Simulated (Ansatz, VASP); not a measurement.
Two plane-wave programs on CsBr

```
Cs Br
1.0
     3.64837    0.00000    0.00000
     0.00000    3.64837    0.00000
     0.00000    0.00000    3.64837
Cs Br
1 1
Direct
  0.00000 0.00000 0.00000
  0.50000 0.50000 0.50000
```

Alike in both runs: functional PBE; k mesh 7 × 7 × 7; occupations fermi-dirac, width 0.03 eV; no spin polarisation.

Ansatz relaxed the structure, and its values are those at the end. VASP's run is a single point on that final structure, the one shown.

|  | VASP | Ansatz |
| --- | --- | --- |
| version | VASP 6.6.1 | Ansatz 0.2.0 |
| potentials or method | VASP PAW PBE potentials, release 64 (Cs_sv, Br) | PAW with Ansatz's default frozen-core files, scalar-relativistic |
| plane-wave cutoff (eV) | 500 | 420 |
| valence electrons in the cell | 16 | 16 |

```csv
,VASP,Ansatz,Ansatz less VASP
gap on the k mesh at the Fermi level (eV),3.33,3.37,+0.040
```

Ansatz's warnings: stress scf threshold loose.

Neither program's run includes spin-orbit coupling.
